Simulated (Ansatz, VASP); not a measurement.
**Two plane-wave programs on CuI**

Contents of INCAR:

```
  PREC = Accurate
  ENCUT = 520
  EDIFF = 1E-6
  ISMEAR = 0
  SIGMA = 0.15
  LREAL = False
  LASPH = True
  NELM = 80
  ALGO = Normal
  ISIF = 2
  LWAVE = False
  LCHARG = False
  GGA = PS
  NBANDS = 16
```

Contents of KPOINTS:

```
regular mesh
0
Gamma
  14 14 14
```

File POSCAR:

```
CuI
1.0
    0.0000000000      2.8620890000      2.8620890000
    2.8620890000      0.0000000000      2.8620890000
    2.8620890000      2.8620890000      0.0000000000
Cu I
1 1
Direct
   -0.0131023179     -0.0131023179      0.0131023179
    0.5000000000      0.5000000000      0.5000000000
```

Input for Ansatz:

```yaml
crystal:
  lattice:
    - [0.0, 2.862089, 2.862089]
    - [2.862089, 0.0, 2.862089]
    - [2.862089, 2.862089, 0.0]
  atoms:
    - { symbol: Cu, position: [-0.0131023179, -0.0131023179, 0.0131023179] }
    - { symbol: I, position: [0.5, 0.5, 0.5] }
basis:
  ecutwfc: 420
kpoints:
  mp_grid: { grid: [14, 14, 14] }
hamiltonian:
  xc: pbesol
scf:
  occupations: { method: gaussian, width: 0.15 }
output:
  forces: true
  stress: true
  eigenvalues: true
```

Change from the starting cell: all Cu atoms moved +0.075 Å, as atom 1 towards its neighbour atom 2 (I) at 2.862 Å.

Alike in both runs: task single point; functional PBEsol; k mesh 14 × 14 × 14; occupations gaussian, width 0.15 eV; no spin polarisation.

|  | VASP | Ansatz |
| --- | --- | --- |
| version | VASP 6.6.1 | Ansatz 0.2.0 |
| potentials or method | VASP PAW PBE potentials, release 64 (Cu, I), cutoff 520 eV | scalar-relativistic, plane waves, PAW |
| valence electrons in the cell | 18 | 36 |

Ansatz gave:

| Item | Value |
| --- | --- |
| gap on the k mesh at the Fermi level (eV) | none |
| pressure (GPa) | -3.4 |
| traceless stress, the component that is largest in VASP (GPa) | 0.16 |
| rms of the force components (eV/Å) | 0.004 |

Question: Estimate VASP's values.

Answer: gap on the k mesh at the Fermi level (eV): none; pressure (GPa): -3.0; traceless stress, the component that is largest in VASP (GPa): 0.16; rms of the force components (eV/Å): 0.004.

VASP's potentials were made for PBE, not for PBEsol. Atom by atom the forces differ by 0.000 eV/Å (rms over components). A gap of «none» marks a metal or a gap that the smearing closes. VASP's potentials hold 18 valence electrons a cell and Ansatz's 36, so a difference there can come from the potentials and not from the codes.

Neither program's run includes spin-orbit coupling.
